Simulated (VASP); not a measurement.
# As (R-3m) in VASP: further runs, part 2 of 2

VASP 6.6.1.

## Step 3: Relaxation of cell and atoms, PBE, target pressure 20 GPa, at which the enthalpy is minimised

The input, INCAR:

```
PREC = Accurate
ENCUT = 600
EDIFF = 1E-7
ISMEAR = -1
SIGMA = 0.05
LREAL = F
LASPH = T
NELM = 60
ALGO = Normal
ISIF = 3
LWAVE = F
LCHARG = F
GGA = PE
IBRION = 2
NSW = 60
EDIFFG = -0.01
PSTRESS = 200.0
```

The input, KPOINTS:

```
Automatic mesh
0
Gamma
  9 9 9
```

The input, POSCAR:

```
As
1.0
    1.8807968987      1.0858785957      3.5140619945
   -1.8807968987      1.0858785957      3.5140619945
    0.0000000000     -2.1717571915      3.5140619945
As
2
Direct
    0.2260000000      0.2260000000      0.2260000000
    0.7740000000      0.7740000000      0.7740000000
```

Potentials or basis: VASP PAW PBE potentials, release 64 (As).

The run is started by

```
$ cat potpaw_PBE.64/As/POTCAR > POTCAR
$ mpirun -np 1 vasp_std > vasp.out
```

OUTCAR:

```text
PREC = Accurate
   ENCUT = 600
   EDIFF = 1E-7
   ISMEAR = -1
   LREAL = F
   LASPH = T
   NELM = 60
   ISIF = 3
   GGA = PE
   IBRION = 2
   NSW = 60
   EDIFFG = -0.01
   PSTRESS = 200.0

 ion  position               nearest neighbor table
   1  0.226  0.226  0.226-   2 2.51   2 2.51   2 2.51
   2  0.774  0.774  0.774-   1 2.51   1 2.51   1 2.51

  LATTYP: Found a trigonal (rhomboedric) cell.
 ALAT       =     4.1310000000
 COS(alpha) =     0.5854247172

  Lattice vectors:

 A1 = (   1.8807968987,   1.0858785957,   3.5140619945)
 A2 = (  -1.8807968987,   1.0858785957,   3.5140619945)
 A3 = (   0.0000000000,  -2.1717571915,   3.5140619945)

Analysis of symmetry for initial positions (statically):
=====================================================================
 Subroutine PRICEL returns:
 Original cell was already a primitive cell.

 Routine SETGRP: Setting up the symmetry group for a
 trigonal (rhombohedral) supercell.

 Subroutine GETGRP returns: Found 12 space group operations
 (whereof 12 operations were pure point group operations)
 out of a pool of 12 trial point group operations.

The static configuration has the point symmetry D_3d.

Analysis of symmetry for dynamics (positions and initial velocities):
=====================================================================
 Subroutine PRICEL returns:
 Original cell was already a primitive cell.

 Routine SETGRP: Setting up the symmetry group for a
 trigonal (rhombohedral) supercell.

 Subroutine GETGRP returns: Found 12 space group operations
 (whereof 12 operations were pure point group operations)
 out of a pool of 12 trial point group operations.

The dynamic configuration has the point symmetry D_3d.

 Subroutine INISYM returns: Found 12 space group operations
 (whereof 12 operations are pure point group operations),
 and found     1 'primitive' translations

----------------------------------------------------------------------------------------

                                     Primitive cell

  volume of cell :      43.0610

  direct lattice vectors                    reciprocal lattice vectors
     1.880796899  1.085878596  3.514061995     0.265844760  0.153485544  0.094856987
    -1.880796899  1.085878596  3.514061995    -0.265844760  0.153485544  0.094856987
     0.000000000 -2.171757191  3.514061995     0.000000000 -0.306971087  0.094856987

  length of vectors
     4.131000000  4.131000000  4.131000000     0.321292852  0.321292852  0.321292852

  position of ions in fractional coordinates (direct lattice)
     0.226000000  0.226000000  0.226000000
     0.774000000  0.774000000  0.774000000

  ion indices of the primitive-cell ions
   primitive index   ion index
                 1           1
                 2           2

----------------------------------------------------------------------------------------

 KPOINTS: Automatic mesh

Automatic generation of k-mesh.
 Grid dimensions read from file:
 generate k-points for:    9    9    9

 Generating k-lattice:

  Cartesian coordinates                     Fractional coordinates (reciprocal lattice)
     0.029538307  0.017053949  0.010539665     0.111111111  0.000000000 -0.000000000
    -0.029538307  0.017053949  0.010539665     0.000000000  0.111111111 -0.000000000
     0.000000000 -0.034107899  0.010539665    -0.000000000 -0.000000000  0.111111111

  Length of vectors
     0.035699206  0.035699206  0.035699206

  Shift w.r.t. Gamma in fractional coordinates (k-lattice)
     0.000000000  0.000000000  0.000000000

 Subroutine IBZKPT returns following result:
 ===========================================

 Found     85 irreducible k-points:

 Following reciprocal coordinates:
            Coordinates               Weight
  0.000000  0.000000  0.000000      1.000000
  0.111111 -0.000000 -0.000000      6.000000
  0.222222 -0.000000 -0.000000      6.000000
  0.333333 -0.000000 -0.000000      6.000000
  0.444444 -0.000000 -0.000000      6.000000
  0.111111  0.111111 -0.000000      6.000000
[... 16 lines left out ...]
 -0.333333  0.333333  0.000000      6.000000
  0.444444  0.444444 -0.000000      6.000000
 [... further k-points ...]
   k-points           NKPTS =     85   k-points in BZ     NKDIM =     85   number of bands    NBANDS=      9
   number of dos      NEDOS =    301   number of ions     NIONS =      2
   total plane-waves  NPLWV =  46656
   dimension x,y,z NGX =    36 NGY =   36 NGZ =   36
   dimension x,y,z NGXF=    72 NGYF=   72 NGZF=   72
   ions per type =               2
   NGX,Y,Z   is equivalent  to a cutoff of  14.49, 14.49, 14.49 a.u.
   NGXF,Y,Z  is equivalent  to a cutoff of  28.98, 28.98, 28.98 a.u.
 SYSTEM =  unknown system
   PREC   = accura    normal or accurate (medium, high low for compatibility)
   ISTART =      0    job   : 0-new  1-cont  2-samecut
   ICHARG =      2    charge: 1-file 2-atom 10-const
   ISPIN  =      1    spin polarized calculation?
   LNONCOLLINEAR =      F non collinear calculations
   LSORBIT =      F    spin-orbit coupling
   LASPH  =      T    aspherical Exc in radial PAW
   ENCUT  =  600.0 eV  44.10 Ry    6.64 a.u.   8.25  8.25  8.25*2*pi/ulx,y,z
   NELM   =     60;   NELMIN=  2; NELMDL= -5     # of ELM steps
   EDIFF  = 0.1E-06   stopping-criterion for ELM
   LREAL  =      F    real-space projection
   EDIFFG = -.1E-01   stopping-criterion for IOM
   NSW    =     60    number of steps for IOM
   IBRION =      2    ionic relax: 0-MD 1-quasi-New 2-CG
   NFREE  =      1    steps in history (QN), initial steepest desc. (CG)
   ISIF   =      3    stress and relaxation
   ISYM   =      2    0-nonsym 1-usesym 2-fastsym
   POTIM  = 0.5000    time-step for ionic-motion
   TEBEG  =    0.0;   TEEND  =   0.0 temperature during run
   PSTRESS=  200.0 pullay stress
   NELECT =      10.0000    total number of electrons
   NUPDOWN=      -1.0000    fix difference up-down
   EMIN   =  10.00;   EMAX   =-10.00  energy-range for DOS
   EFERMI =   0.00;   METHOD = LEGACY
   ISMEAR =    -1;   SIGMA  =   0.05  broadening in eV -4-tet -1-fermi 0-gaus
   EFERMI_NEDOS =   21; number of points for ismear=-14 and -15
   IALGO  =     38    algorithm
   IMIX   =      4    mixing-type and parameters
     AMIX     =   0.40;   BMIX     =  1.00
     AMIX_MAG =   1.60;   BMIX_MAG =  1.00
  volume/ion in A,a.u.               =      21.53       145.29
  Fermi-wavevector in a.u.,A,eV,Ry     =   1.006268  1.901570 13.776916  1.012575
  Thomas-Fermi vector in A             =   2.138999
   LORBIT       =      0    0 simple, 1 ext, 2 COOP (PROOUT), +10 PAW based schemes
   GGA     = PE    functional components
   LHFCALC =     F    Hartree Fock is set to
   AEXX    =    0.0000 exact exchange contribution
   IVDW    =     0    specifies the selected vdW correction
   LEPSILON=     F    determine dielectric tensor
   LRPA    =     F    only Hartree local field effects (RPA)
 conjugate gradient relaxation of ions
 non-spin polarized calculation
  energy-cutoff  :      600.00
  volume of cell :       43.06
 maximum number of plane-waves:      1461
 NGX is ok and might be reduce to    36
   NGX = 17   NGY = 17   NGZ = 17

--------------------------------------- Ionic step        1  -------------------------------------------

 number of electron      10.0000000 magnetization

 Free energy of the ion-electron system (eV)
  ---------------------------------------------------
  ext. energy  EPLUGINS =         0.00000000
  ---------------------------------------------------
  free energy    TOTEN  =        -9.32270306 eV

  energy without entropy =       -9.32121019  energy(sigma->0) =       -9.32195662

 E-fermi :   5.4763     XC(G=0):  -9.9640

 val. band max:        5.4167358394   @ k =   0.3333   0.2222   0.2222
 cond. band min:       5.4974421028   @ k =   0.4444   0.3333   0.3333
 fundamental gap:      0.0807062634
 Fermi energy:         5.4763319341

 k-point     1 :       0.0000    0.0000    0.0000
  band No.  band energies     occupation
      1      -9.6071      2.00000
      2      -0.3220      2.00000
      3       2.9873      2.00000
      4       3.4191      2.00000
      5       3.4191      2.00000
      6       7.0469      0.00000
      7       8.3622      0.00000
      8       8.3622      0.00000
      9      12.3442      0.00000
[... 385 lines left out ...]
  energy  without entropy=       -8.9244988817  energy(sigma->0) =       -8.92550629

  enthalpy is  TOTEN    =        -4.2933158613 eV   P V=        4.6331978317

[... ionic steps 4 to 12 ...]

--------------------------------------- Ionic step       13  -------------------------------------------

 number of electron      10.0000000 magnetization

------------------------ aborting loop because EDIFF is reached ----------------------------------------
[... 71 lines left out ...]
--------------------------------------- Ionic step       15  -------------------------------------------

 number of electron      10.0000000 magnetization

 Free energy of the ion-electron system (eV)
  ---------------------------------------------------
  ext. energy  EPLUGINS =         0.00000000
  ---------------------------------------------------
  free energy    TOTEN  =        -8.87890350 eV

  energy without entropy =       -8.87644594  energy(sigma->0) =       -8.87767472

 E-fermi :   7.7085     XC(G=0): -10.9573

 val. band max:        7.6662567269   @ k =   0.4444   0.3333   0.3333
 cond. band min:       7.7225380697   @ k =   0.4444  -0.0000  -0.0000
 fundamental gap:      0.0562813428
 Fermi energy:         7.7085398206

 k-point     1 :       0.0000    0.0000    0.0000
  band No.  band energies     occupation
      1      -8.8079      2.00000
      2       3.5283      2.00000
      3       5.2712      2.00000
      4       5.3738      2.00000
      5       5.3738      2.00000
      6      11.1393      0.00000
      7      11.7524      0.00000
      8      11.7524      0.00000
      9      13.5638      0.00000
[... 309 lines left out ...]
  energy  without entropy=       -8.8764459418  energy(sigma->0) =       -8.87767472

  enthalpy is  TOTEN    =        -4.5104815209 eV   P V=        4.3684219790

 reached required accuracy - stopping structural energy minimisation
```

OSZICAR:

```text
N       E                     dE             d eps       ncg     rms          rms(c)
DAV:   1     0.346888861871E+02    0.34689E+02   -0.46821E+03  1530   0.104E+03
DAV:   2    -0.797390073622E+01   -0.42663E+02   -0.41437E+02  2359   0.128E+02
DAV:   3    -0.933289088952E+01   -0.13590E+01   -0.13479E+01  1716   0.284E+01
DAV:   4    -0.934105443390E+01   -0.81635E-02   -0.81599E-02  1882   0.225E+00
[... 128 lines left out ...]
DAV:   2    -0.887890688047E+01   -0.33803E-04   -0.40870E-04  1732   0.167E-01    0.154E-02
DAV:   3    -0.887890443498E+01    0.24455E-05   -0.30446E-06  1840   0.140E-02    0.656E-03
DAV:   4    -0.887890362581E+01    0.80916E-06   -0.83635E-07  1707   0.691E-03    0.136E-03
DAV:   5    -0.887890349971E+01    0.12610E-06   -0.51575E-08   810   0.185E-03    0.163E-04
DAV:   6    -0.887890349994E+01   -0.22766E-09   -0.43063E-09   787   0.603E-04
  15 F= -.45104815E+01 E0= -.45092527E+01  d E =-.152848E-03
```

Run time: 4.8 min. Hardware: 1 thread of Intel Xeon Platinum 8488C (Sapphire Rapids), shared host; peak memory 0.23 GiB.

What came out:

```
Free energy                                            : -8.8789 eV
Relaxed volume                                         : 17.50 Å³/atom
Relaxed cell                                           : a = 3.701 Å, b = 3.701 Å, c = 3.701 Å, α = 58.96°, β = 58.96°, γ = 58.96°
Space group after relaxing (to 0.05 Å)                 : R-3m (No. 166)
Energy change on relaxing (the enthalpy is what falls) : +221.9 meV/atom
Ionic steps                                            : 15
Pressure after relaxing                                : 20.0 GPa
Band gap on the k mesh                                 : zero (band 5 reaches 8.20 eV, above the bottom of band 6 at 7.41 eV)
```

Stress tensor (GPa, compression positive):
```
20.06  0.00  0.00
 0.00 20.06  0.00
 0.00  0.00 19.93
```

Step by step:
| step | energy change (eV) | largest force (eV/Å) | pressure (GPa) | volume (Å³) |
| --- | --- | --- | --- | --- |
| 1 | 0.0000 | 0.4890 | 4.03 | 43.06 |
| 2 | 1.6708 | 3.4495 | 54.89 | 31.02 |
| 3 | 0.3962 | 1.5728 | 20.27 | 37.12 |
| 4 | 0.4196 | 1.6184 | 21.01 | 36.92 |
| 5 | 0.4423 | 0.5410 | 21.32 | 35.36 |
| 6 | 0.5344 | 0.0386 | 22.87 | 34.43 |
| 7 | 0.3413 | 0.2159 | 15.87 | 35.98 |
| 8 | 0.4298 | 0.0942 | 19.21 | 35.20 |
| 9 | 0.4263 | 0.0344 | 19.42 | 35.17 |
| 10 | 0.4277 | 0.0191 | 19.66 | 35.13 |
| 11 | 0.4297 | 0.0476 | 19.73 | 35.11 |
| 12 | 0.4291 | 0.0400 | 19.72 | 35.11 |
| 13 | 0.4516 | 0.0389 | 20.42 | 34.93 |
| 14 | 0.4436 | 0.0391 | 20.17 | 35.00 |
| 15 | 0.4438 | 0.0018 | 20.02 | 34.99 |

Final structure:
```yaml
crystal:
  lattice:
    - [1.82128, 1.05151, 3.04553]
    - [-1.82128, 1.05151, 3.04553]
    - [0.00000, -2.10303, 3.04553]
  atoms:
    - { symbol: As, position: [0.23879, 0.23879, 0.23879] }
    - { symbol: As, position: [0.76121, 0.76121, 0.76121] }
```

Caveat: the cell is relaxed towards a set pressure, so the enthalpy falls and the energy may rise; the volume moved by over 15 % at a fixed basis, so the end points are rough.

## Step 4: Relaxation of cell and atoms, PBE, target pressure 30 GPa, at which the enthalpy is minimised

The input, INCAR:

```
PREC = Accurate
ENCUT = 600
EDIFF = 1E-6
ISMEAR = -1
SIGMA = 0.05
LREAL = False
LASPH = True
NELM = 80
ALGO = Normal
ISIF = 3
LWAVE = False
LCHARG = False
GGA = PE
IBRION = 2
NSW = 60
EDIFFG = -0.01
PSTRESS = 300.0
```

The input, KPOINTS:

```
regular mesh
0
Gamma
  9 9 9
```

POSCAR is that of step 3.

The run is started by

```
$ cat potpaw_PBE.64/As/POTCAR > POTCAR
$ mpirun -np 1 vasp_std > vasp.out
```

Run time: 6 min. Hardware: 1 thread of Intel Xeon Platinum 8488C (Sapphire Rapids), shared host; peak memory 0.23 GiB.

Results (log left out):

- Free energy: -8.5075 eV
- Relaxed volume: 16.30 Å³/atom
- Relaxed cell: a = 3.602 Å, b = 3.602 Å, c = 3.602 Å, α = 59.40°, β = 59.40°, γ = 59.40°
- Space group after relaxing (to 0.05 Å): R-3m (No. 166)
- Energy change on relaxing (the enthalpy is what falls): +407.6 meV/atom
- Ionic steps: 22
- Pressure after relaxing: 30.0 GPa
- Band gap on the k mesh: zero (band 5 reaches 8.69 eV, above the bottom of band 6 at 7.97 eV)

The path:
| step | energy change (eV) | largest force (eV/Å) | pressure (GPa) | volume (Å³) |
| --- | --- | --- | --- | --- |
| 1 | 0.0000 | 0.4890 | 4.04 | 43.06 |
| 2 | 5.2524 | 7.0931 | 143.05 | 24.77 |
| 3 | 0.6462 | 2.1357 | 27.57 | 35.53 |
| 4 | 0.7356 | 2.2904 | 30.07 | 35.01 |
| 5 | 0.7890 | 0.6377 | 31.79 | 33.04 |
| 6 | 0.9081 | 0.2252 | 33.67 | 32.25 |
| 7 | 0.9385 | 0.1688 | 34.30 | 32.08 |
| 8 | 0.5870 | 0.1885 | 23.01 | 34.03 |
| 9 | 0.7815 | 0.0031 | 29.41 | 32.85 |
| 10 | 0.7765 | 0.0029 | 29.39 | 32.85 |
| 11 | 0.7747 | 0.0164 | 29.32 | 32.83 |
| 12 | 0.7854 | 0.0274 | 29.41 | 32.79 |
| 13 | 0.7763 | 0.0227 | 29.31 | 32.82 |
| 14 | 0.8522 | 0.0790 | 31.56 | 32.42 |
| 15 | 0.8013 | 0.0414 | 30.06 | 32.69 |
| 16 | 0.8046 | 0.0339 | 30.05 | 32.67 |
| 17 | 0.8146 | 0.0102 | 30.08 | 32.61 |
| 18 | 0.8177 | 0.0018 | 30.10 | 32.60 |
| 19 | 0.8024 | 0.0102 | 29.59 | 32.68 |
| 20 | 0.8138 | 0.0013 | 29.97 | 32.62 |
| 21 | 0.8134 | 0.0016 | 29.96 | 32.62 |
| 22 | 0.8152 | 0.0007 | 30.00 | 32.61 |

Final structure:
```
As
1.0
     1.78493    1.03053    2.95457
    -1.78493    1.03053    2.95457
     0.00000   -2.06106    2.95457
As
2
Direct
  0.24417 0.24417 0.24417
  0.75583 0.75583 0.75583
```

Levels at points of the mesh, in eV from the Fermi level:
```tsv
k point	band 2	band 3	band 4	band 5	band 6	band 7	band 8	band 9
(0.00, 0.00, 0.00)	-3.41	-2.45	-2.29	-2.29	4.33	4.64	4.64	5.67
```

Caveat: the cell is relaxed towards a set pressure, so the enthalpy falls and the energy may rise; the volume moved by over 15 % at a fixed basis, so the end points are rough.

## Step 5: Single point, PBEsol

This run uses another cell than the first one, of 20.87 Å³/atom, 0.969 times its volume.

The input, INCAR:

```
SYSTEM = As
PREC = Accurate
ENCUT = 520
EDIFF = 1E-7
ISMEAR = -1
SIGMA = 0.05
LREAL = .FALSE.
LASPH = .TRUE.
NELM = 100
ALGO = Normal
ISIF = 2
LWAVE = .FALSE.
LCHARG = .TRUE.
GGA = PS
LELF = .TRUE.
LVHAR = .TRUE.
NBANDS = 12
```

The input, KPOINTS:

```
regular mesh
0
G
  9 9 9
  0 0 0
```

The input, POSCAR:

```
As
1.0
    1.8919324446      1.0923077061      3.3659656870
   -1.8919324446      1.0923077061      3.3659656870
    0.0000000000     -2.1846154123      3.3659656870
As
2
Direct
    0.2300109909      0.2300109909      0.2300109909
    0.7699890091      0.7699890091      0.7699890091
```

Potentials or basis: VASP PAW PBE potentials, release 64 (As).

The run is started by

```
$ cat potpaw_PBE.64/As/POTCAR > POTCAR
$ mpirun -np 1 vasp_std > vasp.out
```

OUTCAR:

```text
SYSTEM = As
   PREC = Accurate
   ENCUT = 520
   EDIFF = 1E-7
   ISMEAR = -1
   LREAL = .FALSE.
   LASPH = .TRUE.
   NELM = 100
   ISIF = 2
   GGA = PS

 ion  position               nearest neighbor table
   1  0.230  0.230  0.230-   2 2.53   2 2.53   2 2.53
   2  0.770  0.770  0.770-   1 2.53   1 2.53   1 2.53

  LATTYP: Found a trigonal (rhomboedric) cell.
 ALAT       =     4.0127633254
 COS(alpha) =     0.5554156669

  Lattice vectors:

 A1 = (   1.8919324446,   1.0923077061,   3.3659656870)
 A2 = (  -1.8919324446,   1.0923077061,   3.3659656870)
[... 537 lines left out ...]
      8      12.2633      0.00000
      9      12.8523      0.00000
     10      16.1720      0.00000
     11      17.5166      0.00000
     12      19.0419      0.00000

 [... further k-points ...]
[... 5 lines left out ...]
  --------------------------------------------------------------------------------------
  -------------------------------------------------------------------------------------
  Total        0.1133804      0.1133804      0.0786057      0.0000000     -0.0000000      0.0000000
  in kB        4.3524818      4.3524818      3.0175417      0.0000000     -0.0000000      0.0000000
  external PRESSURE =       3.9075018 kB  Pullay stress =       0.0000000 kB

 VOLUME and BASIS-vectors are now :
 -----------------------------------------------------------------------------
  energy-cutoff  :      520.00
  volume of cell :       41.74
      direct lattice vectors                 reciprocal lattice vectors
     1.891932445  1.092307706  3.365965687     0.264280049  0.152582158  0.099030520
    -1.891932445  1.092307706  3.365965687    -0.264280049  0.152582158  0.099030520
     0.000000000 -2.184615412  3.365965687     0.000000000 -0.305164315  0.099030520

 POSITION                                       TOTAL-FORCE (eV/Angst)
 -----------------------------------------------------------------------------------
      0.00000     -0.00000      2.32263         0.000000     -0.000000      0.059414
      0.00000     -0.00000      7.77527         0.000000      0.000000     -0.059414
 -----------------------------------------------------------------------------------
    total drift:                               -0.000000     -0.000000      0.000000

  FREE ENERGIE OF THE ION-ELECTRON SYSTEM (eV)
  ---------------------------------------------------
  free  energy   TOTEN  =       -10.2262258170 eV

  energy  without entropy=      -10.2248813189  energy(sigma->0) =      -10.22555357
```

It took 19 s on 1 thread of AMD EPYC 9R45 (Zen 5), shared host; peak memory 0.15 GiB.

What came out:

- Free energy: -10.2262 eV
- Pressure: 0.4 GPa
- Largest force: 0.059 eV/Å
- Band gap on the k mesh: 0.09 eV, indirect (least direct gap 0.60 eV)

Forces on the atoms (eV/Å):
```
As   0.000  0.000  0.059
As   0.000  0.000 -0.059
```

Levels at points of the mesh, in eV from the valence-band top:
| k point | band 2 | band 3 | band 4 | band 5 | band 6 | band 7 | band 8 | band 9 |
| --- | --- | --- | --- | --- | --- | --- | --- | --- |
| (0.00, 0.00, 0.00) | -5.47 | -2.29 | -2.00 | -2.00 | 2.14 | 3.20 | 3.20 | 6.53 |

Caveat: the PAW data sets were made with another functional, which shifts forces and pressure a little.

## Step 6: Overview

```tsv
task	level	cell	cutoff (eV)	gap on the mesh (eV)	pressure (GPa)	largest force (eV/Å)
relaxation of cell and atoms	PBE	relaxed to 10 GPa from a = 4.131 Å, angles 54.2°, 2 atoms	600	none	10.0	0.01
relaxation of cell and atoms	PBE	relaxed to 20 GPa from a = 4.131 Å, angles 54.2°, 2 atoms	600	none	20.0	-
relaxation of cell and atoms	PBE	relaxed to 30 GPa from a = 4.131 Å, angles 54.2°, 2 atoms	600	none	30.0	-
single point	PBEsol	a = 4.013 Å, angles 56.3°, 2 atoms	520	0.09	0.4	0.06
```

Alike in all rows: potentials or basis VASP PAW PBE potentials, release 64 (As); no spin polarisation; k mesh 9 × 9 × 9; smearing fermi-dirac 0.05 eV.

Caveats: the cell is relaxed towards a set pressure, so the enthalpy falls and the energy may rise (some runs); the volume moved by over 15 % at a fixed basis, so the end points are rough (some runs); the PAW data sets were made with another functional, which shifts forces and pressure a little (some runs).

Total energies depend on the potentials used, so only differences within one code and one set of settings carry meaning.
